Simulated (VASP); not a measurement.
Here is a VASP 6.6.1 calculation.

The input INCAR:

```
SYSTEM = HfMnN2
PREC     = Accurate       ! precision mode
ENCUT    = 520            ! plane-wave cutoff, eV
EDIFF    = 1E-6           ! SCF threshold, eV
ISMEAR   = 0              ! smearing method
SIGMA    = 0.1            ! smearing width, eV
LREAL    = .False.        ! projectors in reciprocal space
LASPH    = .True.         ! aspherical terms in the spheres
NELM     = 150            ! most SCF steps
ALGO     = Fast           ! electronic algorithm
ISIF     = 2              ! what is computed and relaxed
LWAVE    = .False.        ! write WAVECAR
LCHARG   = .False.        ! write CHGCAR
ISPIN    = 2              ! spin polarisation
MAGMOM   = 0 4 0 0        ! initial moments
LORBIT   = 11             ! projections on sites
LMAXMIX  = 4              ! l up to which the mixer works
GGA      = PE             ! functional
NBANDS   = 28             ! bands
```

File KPOINTS:

```
Automatic mesh
0
Gamma
  4 4 4
  0 0 0
```

The input POSCAR:

```
HfMnN2
1.0
    3.8049063883     -2.6975666631      0.0000000000
    3.8049063883      2.6975666631      0.0000000000
    0.0000000000      0.0000000000      3.0704585525
Hf Mn N
1 1 2
Direct
    0.5000000000      0.5000000000      0.0000000000
    0.0000000000      0.0000000000      0.0000000000
    0.2219710159      0.2219710159      0.0000000000
    0.7780289841      0.7780289841      0.0000000000
```

Potentials or basis: VASP PAW PBE potentials, release 64 (Hf_pv, Mn_pv, N).

Launch:

```bash
$ cat potpaw_PBE.64/Hf_pv/POTCAR potpaw_PBE.64/Mn_pv/POTCAR potpaw_PBE.64/N/POTCAR > POTCAR
$ mpirun -np 1 vasp_std > vasp.out
```

Problem. Predict the largest force.

Solution. 0.095 eV/Å.

Problem. Predict the pressure.

Solution. -0.5 GPa.

Problem. Predict the net moment.

Solution. 0.83 μB per cell.

Problem. Predict the site moments.

Solution. Hf -0.12; Mn +1.26; N -0.12 μB.

Forces in eV/Å, atoms in the order of the input:
```
Hf   0.000  0.000  0.000
Mn   0.000  0.000  0.000
N    0.095  0.000  0.000
N   -0.095  0.000  0.000
```

Caveat: the k points lie up to 0.51 Å⁻¹ apart; a cell with one magnetic atom can't hold antiferromagnetic order, which such compounds often take.
